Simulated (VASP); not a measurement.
Here is a VASP 6.6.1 calculation.

Contents of INCAR:

```
SYSTEM = BaO
ALGO = Normal
EDIFF = 1E-6
ENCUT = 1340
GGA = PE
GGA_COMPAT = .FALSE.
ISIF = 2
ISMEAR = 0
IVDW = 12
LASPH = .TRUE.
LCHARG = .FALSE.
LREAL = .FALSE.
LWAVE = .FALSE.
NBANDS = 15
NELM = 120
PREC = Accurate
SIGMA = 0.02
```

Contents of KPOINTS:

```
k-points
0
G
  8 8 8
  0 0 0
```

File POSCAR:

```
BaO
1.0
    0.0000000000      2.7643618899      2.7643618899
    2.7643618899      0.0000000000      2.7643618899
    2.7643618899      2.7643618899      0.0000000000
Ba O
1 1
Direct
    0.0000000000      0.0000000000      0.0000000000
    0.5000000000      0.5000000000      0.5000000000
```

Potentials or basis: VASP PAW PBE potentials, release 64 (Ba_sv, O_h).

Launch:

```sh
$ cat potpaw_PBE.64/Ba_sv/POTCAR potpaw_PBE.64/O_h/POTCAR > POTCAR
$ mpirun -np 1 vasp_std > vasp.out
```

(1) Estimate the dispersion energy per atom.

(2) Estimate the band gap on the k mesh.

Results:

(1) -0.228 eV.

(2) 1.96 eV.

Caveat: spin-orbit coupling is left out, which moves the levels of the heavy elements.
